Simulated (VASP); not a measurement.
# AlN (P6_3mc) in VASP: a series of runs

AlN is run at these levels: PBEsol; tasks: electric field gradients.

Program: VASP 6.6.1. These are calculated values, not measurements. Logs are shortened: lines on timing, memory, paths and dates and some standing lists are left out, and cuts for length are marked.

## 1. The cell of the first run

Symmetry: P6_3mc, No. 186, hexagonal system. Conventional cell: a = 3.172 Å, b = 3.172 Å, c = 5.076 Å, α = 90.00°, β = 90.00°, γ = 120.00°. Within 2.5 Å of Al (site symmetry 3m) lie 4 N at 1.92 to 1.95 Å. Within 2.5 Å of N (site symmetry 3m) lie 4 Al at 1.92 to 1.95 Å.

## 2. Electric field gradients, PBEsol (volume scaled by 1.06)

INCAR reads:

```
SYSTEM = AlN
PREC     = Accurate       ! precision mode
ENCUT    = 520            ! plane-wave cutoff, eV
EDIFF    = 1E-8           ! SCF threshold, eV
ISMEAR   = -1             ! smearing method
SIGMA    = 0.03           ! smearing width, eV
LREAL    = .False.        ! projectors in reciprocal space
LASPH    = .True.         ! aspherical terms in the spheres
NELM     = 60             ! most SCF steps
ALGO     = Normal         ! electronic algorithm
ISIF     = 2              ! what is computed and relaxed
LWAVE    = .False.        ! write WAVECAR
LCHARG   = .False.        ! write CHGCAR
GGA      = PS             ! functional
LEFG     = .True.       
NBANDS   = 16             ! bands
```

KPOINTS reads:

```
regular mesh
0
Gamma
  10 10 6
  0 0 0
```

POSCAR reads:

```
AlN
1.0
    3.1720176844      0.0000000000      0.0000000000
   -1.5860088422      2.7470478959      0.0000000000
    0.0000000000      0.0000000000      5.0756326300
Al N
2 2
Direct
    0.3333333333      0.6666666667      0.0000000000
    0.6666666667      0.3333333333      0.5000000000
    0.3333333333      0.6666666667      0.3850000000
    0.6666666667      0.3333333333      0.8850000000
```

Potentials or basis: VASP PAW PBE potentials, release 64 (Al, N).

On the command line:

```console
$ cat potpaw_PBE.64/Al/POTCAR potpaw_PBE.64/N/POTCAR > POTCAR
$ mpirun -np 1 vasp_std > vasp.out
```

OUTCAR:

```text
SYSTEM = AlN
   PREC = Accurate
   ENCUT = 520
   EDIFF = 1E-8
   ISMEAR = -1
   LREAL = .False.
   LASPH = .True.
   NELM = 60
   ISIF = 2
   GGA = PS

 ion  position               nearest neighbor table
   1  0.333  0.667  0.000-   4 1.92   4 1.92   4 1.92   3 1.95   2 3.13   2 3.13   2 3.13   2 3.13
                             2 3.13   2 3.13
   2  0.667  0.333  0.500-   3 1.92   3 1.92   3 1.92   4 1.95   1 3.13   1 3.13   1 3.13   1 3.13
                             1 3.13   1 3.13
   3  0.333  0.667  0.385-   2 1.92   2 1.92   2 1.92   1 1.95
   4  0.667  0.333  0.885-   1 1.92   1 1.92   1 1.92   2 1.95

  LATTYP: Found a hexagonal cell.
 ALAT       =     3.1720176844
 C/A-ratio  =     1.6001274693

  Lattice vectors:

 A1 = (   3.1720176844,   0.0000000000,   0.0000000000)
 A2 = (  -1.5860088422,   2.7470478959,   0.0000000000)
 A3 = (   0.0000000000,   0.0000000000,   5.0756326300)

Analysis of symmetry for initial positions (statically):
=====================================================================
 Subroutine PRICEL returns:
 Original cell was already a primitive cell.

 Routine SETGRP: Setting up the symmetry group for a
 hexagonal supercell.

 Subroutine GETGRP returns: Found 12 space group operations
 (whereof  6 operations were pure point group operations)
 out of a pool of 24 trial point group operations.

The static configuration has the point symmetry C_3v.
 The point group associated with its full space group is C_6v.

Analysis of symmetry for dynamics (positions and initial velocities):
=====================================================================
 Subroutine PRICEL returns:
 Original cell was already a primitive cell.

 Routine SETGRP: Setting up the symmetry group for a
 hexagonal supercell.

 Subroutine GETGRP returns: Found 12 space group operations
 (whereof  6 operations were pure point group operations)
 out of a pool of 24 trial point group operations.

The dynamic configuration has the point symmetry C_3v.
 The point group associated with its full space group is C_6v.

 Subroutine INISYM returns: Found 12 space group operations
 (whereof  6 operations are pure point group operations),
 and found     1 'primitive' translations

----------------------------------------------------------------------------------------
[... 141 lines left out ...]
  free energy    TOTEN  =       -31.23210447 eV

  energy without entropy =      -31.23210447  energy(sigma->0) =      -31.23210447

 E-fermi :   6.1934     XC(G=0): -10.8599

 val. band max:        5.5788862781   @ k =   0.0000   0.0000   0.0000
 cond. band min:       9.1688744725   @ k =   0.0000   0.0000   0.0000
 fundamental gap:      3.5899881944
 Fermi energy:         6.1934421843

 k-point     1 :       0.0000    0.0000    0.0000
  band No.  band energies     occupation
      1      -9.3036      2.00000
      2      -7.2947      2.00000
      3      -0.2527      2.00000
      4       4.6573      2.00000
      5       4.6573      2.00000
      6       5.2980      2.00000
[... 433 lines left out ...]
      3       0.2645      2.00000
      4       1.2224      2.00000
      5       2.5672      2.00000
      6       3.2805      2.00000
[... 8 lines left out ...]
     15      17.5348      0.00000
     16      19.6727      0.00000

 [... further k-points ...]
[... 5 lines left out ...]
  --------------------------------------------------------------------------------------
  -------------------------------------------------------------------------------------
  Total       -2.7308315     -2.7308315     -2.9041165      0.0000000      0.0000000      0.0000000
  in kB      -98.9266884    -98.9266884   -105.2040835      0.0000000      0.0000000      0.0000000
  external PRESSURE =    -101.0191534 kB  Pullay stress =       0.0000000 kB

 VOLUME and BASIS-vectors are now :
 -----------------------------------------------------------------------------
  energy-cutoff  :      520.00
  volume of cell :       44.23
      direct lattice vectors                 reciprocal lattice vectors
     3.172017684  0.000000000  0.000000000     0.315256754  0.182013572  0.000000000
    -1.586008842  2.747047896  0.000000000     0.000000000  0.364027144  0.000000000
     0.000000000  0.000000000  5.075632630     0.000000000  0.000000000  0.197019775

 POSITION                                       TOTAL-FORCE (eV/Angst)
 -----------------------------------------------------------------------------------
     -0.00000      1.83137      0.00000        -0.000000     -0.000000      0.173991
      1.58601      0.91568      2.53782         0.000000     -0.000000      0.173991
     -0.00000      1.83137      1.95412        -0.000000     -0.000000     -0.173991
      1.58601      0.91568      4.49193         0.000000      0.000000     -0.173991
 -----------------------------------------------------------------------------------
    total drift:                               -0.000000      0.000000      0.000164

  FREE ENERGIE OF THE ION-ELECTRON SYSTEM (eV)
  ---------------------------------------------------
  free  energy   TOTEN  =       -31.2321044733 eV

  energy  without entropy=      -31.2321044733  energy(sigma->0) =      -31.23210447

 Electric field gradients (V/A^2)
---------------------------------------------------------------------
 ion       V_xx      V_yy      V_zz      V_xy      V_xz      V_yz
---------------------------------------------------------------------
   1      -3.951    -3.951     7.903     0.000     0.000    -0.000
   2      -3.951    -3.951     7.903     0.000    -0.000     0.000
   3      -0.125    -0.126     0.250    -0.001     0.000    -0.000
   4      -0.125    -0.126     0.250    -0.001    -0.000     0.000
---------------------------------------------------------------------

 Electric field gradients after diagonalization (V/A^2)
 (convention: |V_zz| > |V_xx| > |V_yy|)
----------------------------------------------------------------------
 ion       V_xx      V_yy      V_zz     asymmetry (V_yy - V_xx)/ V_zz
----------------------------------------------------------------------
   1      -3.951    -3.951     7.903       0.000
   2      -3.951    -3.951     7.903       0.000
   3      -0.126    -0.124     0.250       0.010
   4      -0.126    -0.124     0.250       0.010
----------------------------------------------------------------------

           NMR quadrupolar parameters

 Cq : quadrupolar parameter    Cq=e*Q*V_zz/h
 eta: asymmetry parameters     (V_yy - V_xx)/ V_zz
 Q  : nuclear electric quadrupole moment in mb (millibarn)
----------------------------------------------------------------------
 ion       Cq(MHz)       eta       Q (mb)
----------------------------------------------------------------------
   1       0.019       0.000       1.000
   2       0.019       0.000       1.000
   3       0.001       0.010       1.000
   4       0.001       0.010       1.000
----------------------------------------------------------------------
```

It took 12 s on 1 thread of Intel Xeon 6975P-C (Granite Rapids), shared host; peak memory 0.17 GiB.

Results:

| Item | Value |
| --- | --- |
| Free energy | -31.2321 eV |
| Pressure | -10.1 GPa |
| Largest force | 0.174 eV/Å |
| Band gap on the k mesh | 3.59 eV, direct |

Forces in eV/Å, atoms in the order of the input:
```
Al   0.000  0.000  0.174
Al   0.000  0.000  0.174
N    0.000  0.000 -0.174
N    0.000  0.000 -0.174
```

Electric field gradients, principal values (V/Å²):
```
atom   least  middle  greatest (by size)
1 Al  -3.951  -3.951               7.903
2 Al  -3.951  -3.951               7.903
 3 N  -0.124  -0.126               0.250
 4 N  -0.124  -0.126               0.250
```

Caveat: without QUAD_EFG the Cq values of the log hold for a quadrupole moment of 1 mb, not for the nuclei; the PAW data sets were made with another functional, which shifts forces and pressure a little.

## 3. Electric field gradients, PBEsol (volume scaled by 0.96)

INCAR reads:

```
ALGO = Normal
EDIFF = 1E-8
ENCUT = 520
GGA = PS
ISIF = 2
ISMEAR = -1
LASPH = T
LCHARG = F
LEFG = T
LREAL = F
LWAVE = F
NBANDS = 16
NELM = 100
PREC = Accurate
SIGMA = 0.03
```

KPOINTS reads:

```
k-points
0
Gamma
  10 10 6
```

POSCAR reads:

```
AlN
1.0
    3.0689564278      0.0000000000      0.0000000000
   -1.5344782139      2.6577942296      0.0000000000
    0.0000000000      0.0000000000      4.9107214824
Al N
2 2
Direct
    0.3333333333      0.6666666667      0.0000000000
    0.6666666667      0.3333333333      0.5000000000
    0.3333333333      0.6666666667      0.3850000000
    0.6666666667      0.3333333333      0.8850000000
```

Potentials or basis: VASP PAW PBE potentials, release 64 (Al, N).

On the command line:

```console
$ cat potpaw_PBE.64/Al/POTCAR potpaw_PBE.64/N/POTCAR > POTCAR
$ mpirun -np 1 vasp_std > vasp.out
```

OUTCAR:

```text
EDIFF = 1E-8
   ENCUT = 520
   GGA = PS
   ISIF = 2
   ISMEAR = -1
   LASPH = T
   LREAL = F
   NELM = 100
   PREC = Accurate

 ion  position               nearest neighbor table
   1  0.333  0.667  0.000-   4 1.86   4 1.86   4 1.86   3 1.89   2 3.03   2 3.03   2 3.03   2 3.03
                             2 3.03   2 3.03
   2  0.667  0.333  0.500-   3 1.86   3 1.86   3 1.86   4 1.89   1 3.03   1 3.03   1 3.03   1 3.03
                             1 3.03   1 3.03
   3  0.333  0.667  0.385-   2 1.86   2 1.86   2 1.86   1 1.89
   4  0.667  0.333  0.885-   1 1.86   1 1.86   1 1.86   2 1.89

  LATTYP: Found a hexagonal cell.
 ALAT       =     3.0689564278
 C/A-ratio  =     1.6001274694
[... 688 lines left out ...]
 ion       V_xx      V_yy      V_zz      V_xy      V_xz      V_yz
---------------------------------------------------------------------
   1      -4.491    -4.491     8.982     0.000    -0.000     0.000
   2      -4.491    -4.491     8.982     0.000     0.000    -0.000
   3      -0.510    -0.510     1.020     0.000    -0.000     0.000
   4      -0.510    -0.510     1.020     0.000     0.000    -0.000
---------------------------------------------------------------------

 Electric field gradients after diagonalization (V/A^2)
 (convention: |V_zz| > |V_xx| > |V_yy|)
----------------------------------------------------------------------
 ion       V_xx      V_yy      V_zz     asymmetry (V_yy - V_xx)/ V_zz
----------------------------------------------------------------------
   1      -4.491    -4.491     8.982       0.000
   2      -4.491    -4.491     8.982       0.000
   3      -0.511    -0.510     1.020       0.001
   4      -0.511    -0.510     1.020       0.001
----------------------------------------------------------------------

           NMR quadrupolar parameters

 Cq : quadrupolar parameter    Cq=e*Q*V_zz/h
 eta: asymmetry parameters     (V_yy - V_xx)/ V_zz
 Q  : nuclear electric quadrupole moment in mb (millibarn)
----------------------------------------------------------------------
 ion       Cq(MHz)       eta       Q (mb)
----------------------------------------------------------------------
   1       0.022       0.000       1.000
   2       0.022       0.000       1.000
   3       0.002       0.001       1.000
   4       0.002       0.001       1.000
----------------------------------------------------------------------
```

It took 30 s on 1 thread of Intel Xeon 6975P-C (Granite Rapids), shared host; peak memory 0.16 GiB.

What came out:

| Item | Value |
| --- | --- |
| Free energy | -31.2573 eV |
| Pressure | 9.6 GPa |
| Largest force | 0.180 eV/Å |
| Band gap on the k mesh | 4.45 eV, direct |

Forces on the atoms (eV/Å):
```
Al   0.000  0.000  0.180
Al   0.000  0.000  0.180
N    0.000  0.000 -0.180
N    0.000  0.000 -0.180
```

Stress tensor (GPa, compression positive):
```
10.65  0.00  0.00
 0.00 10.65  0.00
 0.00  0.00  7.50
```

Electric field gradients, principal values (V/Å²):
| atom | least | middle | greatest (by size) |
| --- | --- | --- | --- |
| 1 Al | -4.491 | -4.491 | 8.982 |
| 2 Al | -4.491 | -4.491 | 8.982 |
| 3 N | -0.510 | -0.511 | 1.020 |
| 4 N | -0.510 | -0.511 | 1.020 |

Caveat: without QUAD_EFG the Cq values of the log hold for a quadrupole moment of 1 mb, not for the nuclei; the PAW data sets were made with another functional, which shifts forces and pressure a little. A k mesh can miss the band edges.
